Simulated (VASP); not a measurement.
# AlN (F-43m) in VASP: notebook, part 2 of 2

VASP 6.6.1. Earlier steps stand in the parts before.

## (4) Relaxation of cell and atoms, PBEsol

Input file INCAR:

```
PREC     = Accurate       # precision mode
ENCUT    = 600            # plane-wave cutoff, eV
EDIFF    = 1E-7           # SCF threshold, eV
ISMEAR   = 0              # smearing method
SIGMA    = 0.02           # smearing width, eV
LREAL    = F              # projectors in reciprocal space
LASPH    = T              # aspherical terms in the spheres
NELM     = 120            # most SCF steps
ALGO     = Normal         # electronic algorithm
ISIF     = 3              # what is computed and relaxed
LWAVE    = F              # write WAVECAR
LCHARG   = F              # write CHGCAR
GGA      = PS             # functional
IBRION   = 2              # ionic algorithm
NSW      = 100            # ionic steps
EDIFFG   = -0.002         # ionic threshold
GGA_COMPAT= F            
NELMIN   = 4
```

Input file KPOINTS:

```
Automatic mesh
0
Gamma
  10 10 10
```

Input file POSCAR:

```
AlN
1.0
    0.0000000000      2.1900000000      2.1900000000
    2.1900000000      0.0000000000      2.1900000000
    2.1900000000      2.1900000000      0.0000000000
Al N
1 1
Direct
    0.0000000000      0.0000000000      0.0000000000
    0.2500000000      0.2500000000      0.2500000000
```

Potentials or basis: VASP PAW PBE potentials, release 64 (Al, N).

The run is started by

```
$ cat potpaw_PBE.64/Al/POTCAR potpaw_PBE.64/N/POTCAR > POTCAR
$ mpirun -np 1 vasp_std > vasp.out
```

OUTCAR:

```text
PREC = Accurate
   ENCUT = 600
   EDIFF = 1E-7
   ISMEAR = 0
   LREAL = F
   LASPH = T
   NELM = 120
   ISIF = 3
   GGA = PS
   IBRION = 2
   NSW = 100
   EDIFFG = -0.002
   NELMIN = 4

 ion  position               nearest neighbor table
   1  0.000  0.000  0.000-   2 1.90   2 1.90   2 1.90   2 1.90
   2  0.250  0.250  0.250-   1 1.90   1 1.90   1 1.90   1 1.90

  LATTYP: Found a face centered cubic cell.
 ALAT       =     4.3800000000

  Lattice vectors:

 A1 = (   0.0000000000,   2.1900000000,   2.1900000000)
 A2 = (   2.1900000000,   0.0000000000,   2.1900000000)
 A3 = (   2.1900000000,   2.1900000000,   0.0000000000)

Analysis of symmetry for initial positions (statically):
=====================================================================
 Subroutine PRICEL returns:
 Original cell was already a primitive cell.

 Routine SETGRP: Setting up the symmetry group for a
 face centered cubic supercell.

 Subroutine GETGRP returns: Found 24 space group operations
 (whereof 24 operations were pure point group operations)
 out of a pool of 48 trial point group operations.

The static configuration has the point symmetry T_d .

Analysis of symmetry for dynamics (positions and initial velocities):
=====================================================================
 Subroutine PRICEL returns:
 Original cell was already a primitive cell.

 Routine SETGRP: Setting up the symmetry group for a
 face centered cubic supercell.

 Subroutine GETGRP returns: Found 24 space group operations
 (whereof 24 operations were pure point group operations)
 out of a pool of 48 trial point group operations.

The dynamic configuration has the point symmetry T_d .

 Subroutine INISYM returns: Found 24 space group operations
 (whereof 24 operations are pure point group operations),
 and found     1 'primitive' translations

----------------------------------------------------------------------------------------

                                     Primitive cell

  volume of cell :      21.0069

  direct lattice vectors                    reciprocal lattice vectors
     0.000000000  2.190000000  2.190000000    -0.228310502  0.228310502  0.228310502
     2.190000000  0.000000000  2.190000000     0.228310502 -0.228310502  0.228310502
     2.190000000  2.190000000  0.000000000     0.228310502  0.228310502 -0.228310502

  length of vectors
     3.097127702  3.097127702  3.097127702     0.395445390  0.395445390  0.395445390

  position of ions in fractional coordinates (direct lattice)
     0.000000000  0.000000000  0.000000000
     0.250000000  0.250000000  0.250000000

  ion indices of the primitive-cell ions
   primitive index   ion index
                 1           1
                 2           2

----------------------------------------------------------------------------------------

 KPOINTS: Automatic mesh

Automatic generation of k-mesh.
 Grid dimensions read from file:
 generate k-points for:   10   10   10
[... 47 lines left out ...]
   number of dos      NEDOS =    301   number of ions     NIONS =      2
   total plane-waves  NPLWV =  21952
   dimension x,y,z NGX =    28 NGY =   28 NGZ =   28
   dimension x,y,z NGXF=    56 NGYF=   56 NGZF=   56
   ions per type =               1   1
   NGX,Y,Z   is equivalent  to a cutoff of  15.03, 15.03, 15.03 a.u.
   NGXF,Y,Z  is equivalent  to a cutoff of  30.06, 30.06, 30.06 a.u.
 SYSTEM =  unknown system
   PREC   = accura    normal or accurate (medium, high low for compatibility)
   ISTART =      0    job   : 0-new  1-cont  2-samecut
   ICHARG =      2    charge: 1-file 2-atom 10-const
   ISPIN  =      1    spin polarized calculation?
   LNONCOLLINEAR =      F non collinear calculations
   LSORBIT =      F    spin-orbit coupling
   LASPH  =      T    aspherical Exc in radial PAW
   ENCUT  =  600.0 eV  44.10 Ry    6.64 a.u.   6.19  6.19  6.19*2*pi/ulx,y,z
   NELM   =    120;   NELMIN=  4; NELMDL= -5     # of ELM steps
   EDIFF  = 0.1E-06   stopping-criterion for ELM
   LREAL  =      F    real-space projection
   EDIFFG = -.2E-02   stopping-criterion for IOM
   NSW    =    100    number of steps for IOM
   IBRION =      2    ionic relax: 0-MD 1-quasi-New 2-CG
   NFREE  =      1    steps in history (QN), initial steepest desc. (CG)
   ISIF   =      3    stress and relaxation
   ISYM   =      2    0-nonsym 1-usesym 2-fastsym
   POTIM  = 0.5000    time-step for ionic-motion
   TEBEG  =    0.0;   TEEND  =   0.0 temperature during run
   PSTRESS=    0.0 pullay stress
   NELECT =       8.0000    total number of electrons
   NUPDOWN=      -1.0000    fix difference up-down
   EMIN   =  10.00;   EMAX   =-10.00  energy-range for DOS
   EFERMI =   0.00;   METHOD = LEGACY
   ISMEAR =     0;   SIGMA  =   0.02  broadening in eV -4-tet -1-fermi 0-gaus
   EFERMI_NEDOS =   21; number of points for ismear=-14 and -15
   IALGO  =     38    algorithm
   IMIX   =      4    mixing-type and parameters
     AMIX     =   0.40;   BMIX     =  1.00
     AMIX_MAG =   1.60;   BMIX_MAG =  1.00
  volume/ion in A,a.u.               =      10.50        70.88
  Fermi-wavevector in a.u.,A,eV,Ry     =   1.186636  2.242416 19.158419  1.408104
  Thomas-Fermi vector in A             =   2.322804
   LORBIT       =      0    0 simple, 1 ext, 2 COOP (PROOUT), +10 PAW based schemes
   GGA     = PS    functional components
   LHFCALC =     F    Hartree Fock is set to
   AEXX    =    0.0000 exact exchange contribution
   IVDW    =     0    specifies the selected vdW correction
   LEPSILON=     F    determine dielectric tensor
   LRPA    =     F    only Hartree local field effects (RPA)
 conjugate gradient relaxation of ions
 non-spin polarized calculation
 Gauss-broadening in eV      SIGMA  =   0.02
  energy-cutoff  :      600.00
  volume of cell :       21.01
 maximum number of plane-waves:       725
 NGX is ok and might be reduce to    28
   NGX = 13   NGY = 13   NGZ = 13

--------------------------------------- Ionic step        1  -------------------------------------------

 number of electron       7.9999999 magnetization

 Free energy of the ion-electron system (eV)
  ---------------------------------------------------
  ext. energy  EPLUGINS =         0.00000000
  ---------------------------------------------------
  free energy    TOTEN  =       -15.61300421 eV

  energy without entropy =      -15.61300421  energy(sigma->0) =      -15.61300421

------------------------ aborting loop because EDIFF is reached ----------------------------------------

  FORCE on cell =-STRESS in cart. coord.  units (eV):
  Direction    XX          YY          ZZ          XY          YZ          ZX
  --------------------------------------------------------------------------------------
  -------------------------------------------------------------------------------------
  Total       -0.0618116     -0.0618116     -0.0618116      0.0000000      0.0000000      0.0000000
  in kB       -4.7143090     -4.7143090     -4.7143090      0.0000000      0.0000000      0.0000000
  external PRESSURE =      -4.7143090 kB  Pullay stress =       0.0000000 kB
[... 59 lines left out ...]
--------------------------------------- Ionic step        3  -------------------------------------------

 number of electron       7.9999999 magnetization

 Free energy of the ion-electron system (eV)
  ---------------------------------------------------
  ext. energy  EPLUGINS =         0.00000000
  ---------------------------------------------------
  free energy    TOTEN  =       -15.61307803 eV

  energy without entropy =      -15.61307803  energy(sigma->0) =      -15.61307803

 E-fermi :   5.9418     XC(G=0): -11.1037

 val. band max:        5.8225694348   @ k =   0.0000   0.0000   0.0000
 cond. band min:       9.0071734243   @ k =   0.5000   0.5000   0.0000
 fundamental gap:      3.1846039896
 Fermi energy:         5.9417928956

 k-point     1 :       0.0000    0.0000    0.0000
  band No.  band energies     occupation
      1      -9.1021      2.00000
      2       5.8226      2.00000
      3       5.8226      2.00000
      4       5.8226      2.00000
      5       9.9042      0.00000
      6      18.2343      0.00000
      7      18.2343      0.00000
      8      18.2343      0.00000
[... 243 lines left out ...]
 k-point    24 :       0.4000    0.3000    0.0000
  band No.  band energies     occupation
      1      -7.0805      2.00000
      2       1.6534      2.00000
      3       4.1090      2.00000
      4       4.4118      2.00000
      5      10.6095      0.00000
      6      15.1922      0.00000
      7      17.9266      0.00000
      8      20.2463      0.00000

 [... further k-points ...]

------------------------ aborting loop because EDIFF is reached ----------------------------------------

  FORCE on cell =-STRESS in cart. coord.  units (eV):
  Direction    XX          YY          ZZ          XY          YZ          ZX
  --------------------------------------------------------------------------------------
  -------------------------------------------------------------------------------------
  Total        0.0006856      0.0006856      0.0006856     -0.0000000      0.0000000     -0.0000000
  in kB        0.0524159      0.0524159      0.0524159     -0.0000000      0.0000000     -0.0000000
  external PRESSURE =       0.0524159 kB  Pullay stress =       0.0000000 kB
[... 17 lines left out ...]
  FREE ENERGIE OF THE ION-ELECTRON SYSTEM (eV)
  ---------------------------------------------------
  free  energy   TOTEN  =       -15.6130780270 eV

  energy  without entropy=      -15.6130780270  energy(sigma->0) =      -15.61307803

 reached required accuracy - stopping structural energy minimisation
```

Run time: 34 s. Hardware: 1 thread of Intel Xeon 8259CL, shared host; peak memory 0.15 GiB.

What came out:

```
Free energy                           : -15.6131 eV
Relaxed volume                        : 10.48 Å³/atom
Relaxed cell                          : a = 3.095 Å, b = 3.095 Å, c = 3.095 Å, α = 60.00°, β = 60.00°, γ = 60.00°
Space group after relaxing (to 0.1 Å) : F-43m (No. 216)
Energy gained by relaxing             : 0.0 meV/atom
Ionic steps                           : 3
Pressure after relaxing               : 0.0 GPa
Band gap on the k mesh                : 3.18 eV (least direct gap 4.08 eV)
```

Final structure:
```
Al N
1.0
     0.00000    2.18826    2.18826
     2.18826    0.00000    2.18826
     2.18826    2.18826    0.00000
Al N
1 1
Direct
  0.00000 0.00000 0.00000
  0.25000 0.25000 0.25000
```

Levels at points of the mesh, in eV from the valence-band top:
| k point | band 1 | band 2 | band 3 | band 4 | band 5 | band 6 | band 7 | band 8 |
| --- | --- | --- | --- | --- | --- | --- | --- | --- |
| (0.00, 0.00, 0.00) | -14.92 | 0.00 | 0.00 | 0.00 | 4.08 | 12.41 | 12.41 | 12.41 |
| (0.50, 0.00, 0.00) | -12.86 | -5.89 | -0.48 | -0.48 | 7.23 | 9.73 | 11.00 | 11.00 |
| (0.50, 0.50, 0.00) | -12.22 | -4.93 | -1.78 | -1.78 | 3.18 | 8.45 | 13.79 | 15.55 |

Caveat: the PAW data sets were made with another functional, which shifts forces and pressure a little.
